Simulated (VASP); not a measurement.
Crystal: InSb.

```
CELL_PARAMETERS angstrom
0.00000 3.32641 3.32641
3.32641 0.00000 3.32641
3.32641 3.32641 0.00000
ATOMIC_POSITIONS crystal
In 0.00000 0.00000 0.00000
Sb 0.25000 0.25000 0.25000
```

This cell differs from its parent crystal: strain +1.4%.

Base run:

* Program: VASP 6.6.1
* Functional: PBE
* Potentials or basis: VASP PAW PBE potentials, release 64 (In_d, Sb)
* Cutoff: 520 eV
* k mesh: 6 × 6 × 6
* Occupations: fermi-dirac, width 0.02 eV
* Spin: no spin polarisation

Its results: band gap on the k mesh zero (filled and empty bands touch); pressure -0.3 GPa.

Task: The run is repeated on the same cell with these changes: functional from PBE to r2SCAN; further incar settings from ALGO = Normal; EDIFF = 1e-07; NBANDS = 16 to ALGO = Normal; EDIFF = 1e-06; NBANDS = 16. What comes out?

Result: Band gap on the k mesh zero (filled and empty bands touch); pressure -1.7 GPa.

Caveats: semilocal functionals underestimate gaps, so a narrow gap can read as zero; spin-orbit coupling is left out, which moves the levels of the heavy elements; the PAW data sets were made with another functional, which shifts forces and pressure a little (at least some runs).
